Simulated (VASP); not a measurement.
Runs of VASP 6.6.1 on GaAs. The structure is that of space group I-4m2 (No. 119), or close to it. The cells are those of the table. 

```tsv
cell	gap on the mesh (eV)	pressure (GPa)
a = 4.248, b = 4.248, c = 3.663 Å, angles 64.5, 64.5, 51.1°, 2 atoms	none	0.2
a = 4.155, b = 4.155, c = 3.762 Å, angles 63.1, 63.1, 53.8°, 2 atoms	none	0.1
a = 3.917, b = 3.917, c = 4.220 Å, angles 57.4, 57.4, 65.2°, 2 atoms	0.12	-0.1
a = 4.452, b = 4.452, c = 3.492 Å, angles 66.9, 66.9, 46.2°, 2 atoms	none	(a)
a = 4.071, b = 4.071, c = 3.873 Å, angles 61.6, 61.6, 56.8°, 2 atoms	(b)	0.3
```

Alike in all rows: task single point; level PBEsol; potentials or basis VASP PAW PBE potentials, release 64 (Ga_d, As); no spin polarisation; k mesh 12 × 12 × 12; cutoff (eV) 520; smearing gaussian 0.05 eV.

Q: Estimate the missing entries.

A: (a) -0.2; (b) 0.17.

Caveats: the PAW data sets were made with another functional, which shifts forces and pressure a little.

A k mesh can miss the band edges, and the runs leave out spin-orbit coupling on As, Ga.

A gap of «none» marks levels without a gap at the run's occupations.
